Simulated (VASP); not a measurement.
Write the native input for VASP 6.6.1 that does the following.

```
Task                   : single point
Functional             : PBE
Potentials or basis    : VASP PAW PBE potentials, release 64 (Zn, W_sv)
Cutoff                 : 520 eV
k mesh                 : 4 × 4 × 4
Occupations            : gaussian, width 0.1 eV
Spin                   : no spin polarisation
Dipole correction      : no
Further INCAR settings : ALGO = Normal; EDIFF = 1e-07; NBANDS = 35
```

The structure of ZnW3 lies in POSCAR:

```
ZnW3
1.0
    3.9621698999      0.0000000000      0.0000000000
    0.0000000000      3.9621698999      0.0000000000
    0.0000000000      0.0000000000      3.9621698999
Zn W
1 3
Direct
    0.0000000000      0.0000000000      0.0000000000
    0.0000000000      0.5000000000      0.5000000000
    0.5000000000      0.0000000000      0.5000000000
    0.5000000000      0.5000000000      0.0000000000
```

One way to write it, as run:

INCAR

```
  PREC = Accurate
  ENCUT = 520
  EDIFF = 1E-7
  ISMEAR = 0
  SIGMA = 0.1
  LREAL = F
  LASPH = T
  NELM = 100
  ALGO = Normal
  ISIF = 2
  LWAVE = F
  LCHARG = F
  GGA = PE
  NBANDS = 35
```

KPOINTS

```
regular mesh
0
Gamma
  4 4 4
```

Potentials or basis: VASP PAW PBE potentials, release 64 (Zn, W_sv).

Launch:

```console
$ cat potpaw_PBE.64/Zn/POTCAR potpaw_PBE.64/W_sv/POTCAR > POTCAR
$ mpirun -np 1 vasp_std > vasp.out
```

Results of the run:

* Pressure: 0.2 GPa
* Band gap on the k mesh: zero (band 27 reaches 10.71 eV, above the bottom of band 28 at 8.83 eV)

Caveat: the k points lie up to 0.40 Å⁻¹ apart; spin-orbit coupling is left out, which moves the levels of the heavy elements.

Wall time 35 s on 1 thread of Intel(R) Xeon(R) Platinum 8259CL CPU @ 2.50GHz (Skylake/Cascade Lake), with other jobs on the host, peak memory 0.17 GiB.
